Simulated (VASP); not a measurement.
**HfN: single point with PBEsol**

Crystal: HfN.

```
Hf N
1.0
     0.00000    2.25900    2.21382
     2.25900    0.00000    2.21382
     2.25900    2.25900    0.00000
Hf N
1 1
Cartesian
  0.0000 0.0000 0.0000
  2.2590 2.2590 2.2138
```

This cell differs from its parent crystal: zz strain of -2 %.

* Program: VASP 6.6.1
* Task: single point
* Functional: PBEsol
* Potentials or basis: VASP PAW PBE potentials, release 64 (Hf_pv, N)
* Cutoff: 600 eV
* k mesh: 10 × 10 × 10
* Occupations: fermi-dirac, width 0.01 eV
* Spin: no spin polarisation
* Dipole correction: no
* Further INCAR settings: ALGO = Normal; EDIFF = 1e-06; NBANDS = 14

```yaml
Pressure: 0.7 GPa
```

Stress tensor (GPa, compression positive):
```
-2.44  0.00  0.00
 0.00 -2.44  0.00
 0.00  0.00  6.92
```

Levels at points of the mesh, in eV from the Fermi level:
```
           k point  band 6  band 7  band 8  band 9  band 10  band 11
(0.00, 0.00, 0.00)   -3.09   -2.97   -0.49   -0.49    -0.27     1.64
(0.50, 0.00, 0.00)   -6.33   -6.31    3.34    3.72     3.86     4.47
(0.50, 0.50, 0.00)   -4.01   -3.77   -3.77    4.17     5.67     5.67
(0.50, 0.00, 0.50)   -3.95   -3.73   -3.61    4.11     5.52     5.81
```

It took 72 s on 1 thread of Intel Xeon 8259CL (shared host), peak memory 0.19 GiB.

Caveat: the cell differs from its parent crystal (zz strain of -2 %); the PAW data sets were made with another functional, which shifts forces and pressure a little; spin-orbit coupling is left out, which moves the levels of the heavy elements.
